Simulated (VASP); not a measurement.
A run of VASP 6.6.1 is set up as follows.

INCAR

```
SYSTEM = Al12C
PREC = Accurate
ENCUT = 520
EDIFF = 1E-6
ISMEAR = 0
SIGMA = 0.1
LREAL = .FALSE.
LASPH = .TRUE.
NELM = 60
ALGO = Normal
ISIF = 2
LWAVE = .FALSE.
LCHARG = .FALSE.
LDIPOL = .TRUE.
IDIPOL = 3
DIPOL = 0.5 0.5 0.320
GGA = PE
NBANDS = 32
```

Contents of KPOINTS:

```
Automatic mesh
0
G
  5 5 1
  0 0 0
```

File POSCAR:

```
Al12C
1.0
    5.7143028096      0.0000000000      0.0000000000
    0.0000000000      5.7143028096      0.0000000000
    0.0000000000      0.0000000000     19.6750228481
Al C
12 1
Direct
    0.2500000000      0.2500000000      0.2033034488
    0.2500000000      0.7500000000      0.2033034488
    0.7500000000      0.2500000000      0.2033034488
    0.7500000000      0.7500000000      0.2033034488
    0.0000000000      0.0000000000      0.3092772432
    0.0000000000      0.5000000000      0.3092772432
    0.5000000000      0.0000000000      0.3092772432
    0.5000000000      0.5000000000      0.3092772432
    0.2500000000      0.2500000000      0.4155025847
    0.2500000000      0.7500000000      0.4155025847
    0.7500000000      0.2500000000      0.4155025847
    0.7500000000      0.7500000000      0.4155025847
    0.4166666667      0.5000000000      0.4498166209
```

Potentials or basis: VASP PAW PBE potentials, release 64 (Al, C).

The run is started by

```sh
$ cat potpaw_PBE.64/Al/POTCAR potpaw_PBE.64/C/POTCAR > POTCAR
$ mpirun -np 1 vasp_std > vasp.out
```

(1) What does it give for the band gap on the k mesh?

(2) What does it give for the largest force?

## Answers

(1) zero (band 20 reaches -0.17 eV, above the bottom of band 21 at -0.77 eV).

(2) 3.392 eV/Å.
